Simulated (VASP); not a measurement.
Here is a VASP 6.6.1 calculation.

Contents of INCAR:

```
SYSTEM = Ti2GaS3
PREC = Accurate ; ENCUT = 520
EDIFF = 1E-6 ; ISMEAR = 0
SIGMA = 0.2 ; LREAL = .False.
LASPH = .True. ; NELM = 150
ALGO = Normal ; ISIF = 2
LWAVE = .False. ; LCHARG = .False.
ISPIN = 2 ; MAGMOM = 1 1 0 0 0 0
LORBIT = 11 ; LMAXMIX = 4
GGA = PE ; NBANDS = 40
```

File KPOINTS:

```
regular mesh
0
Gamma
  5 5 2
  0 0 0
```

POSCAR

```
Ti2GaS3
1.0
    3.3118936313      0.0000000000      0.0000000000
   -1.6559468156      2.8681840193      0.0000000000
    0.0000000000      0.0000000000     10.9321091793
Ti Ga S
2 1 3
Direct
    0.0000000000      0.0000000000      0.3495067399
    0.0000000000      0.0000000000      0.6504932601
    0.0000000000      0.0000000000      0.0000000000
    0.3333333333      0.6666666667      0.2133487488
    0.3333333333      0.6666666667      0.5000000000
    0.3333333333      0.6666666667      0.7866512512
```

Potentials or basis: VASP PAW PBE potentials, release 64 (Ti_sv, Ga_d, S).

Launch:

```bash
$ cat potpaw_PBE.64/Ti_sv/POTCAR potpaw_PBE.64/Ga_d/POTCAR potpaw_PBE.64/S/POTCAR > POTCAR
$ mpirun -np 1 vasp_std > vasp.out
```

(1) Estimate the pressure.

(2) Estimate the largest force.

## Answers

(1) 0.3 GPa.

(2) 0.051 eV/Å.

Caveat: the k points lie up to 0.44 Å⁻¹ apart.
